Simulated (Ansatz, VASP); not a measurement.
## One calculation of Al3Cu2, two programs

```
Al Cu
1.0
     4.13957    0.00000    0.00000
    -2.06979    3.58497    0.00000
     0.00000    0.00000    5.03192
Al Cu
3 2
Direct
  0.00000 0.00000 0.00000
  0.33333 0.66667 0.35118
  0.66667 0.33333 0.64882
  0.33333 0.66667 0.84209
  0.66667 0.33333 0.15791
```

Change from the starting cell: equal strain along all axes, cell held, atoms relaxed: +1.0 %.

Alike in both runs: functional PBEsol; k mesh 12 × 12 × 8; occupations gaussian, width 0.1 eV; no spin polarisation.

Ansatz relaxed the structure, and its values are those at the end. VASP's run is a single point on that final structure, the one shown.

```csv
,VASP,Ansatz
version,VASP 6.6.1,Ansatz 0.2.0
potentials or method,"VASP PAW PBE potentials, release 64 (Al, Cu), cutoff 520 eV","scalar-relativistic, plane waves, PAW"
valence electrons in the cell,31,47
```

VASP gave:

| Property | Result |
| --- | --- |
| gap on the k mesh at the Fermi level (eV) | none |
| pressure (GPa) | -2.6 |

Q: What did Ansatz give for the same quantities?

A: gap on the k mesh at the Fermi level (eV): none; pressure (GPa): -3.2.

VASP's potentials were made for PBE, not for PBEsol. A gap of «none» marks a metal or a gap that the smearing closes. The functional is the same, so the differences come from potentials, cutoffs and numerics. VASP's potentials hold 31 valence electrons a cell and Ansatz's 47, so a difference there can come from the potentials and not from the codes. Ansatz's warnings: stress scf threshold loose.
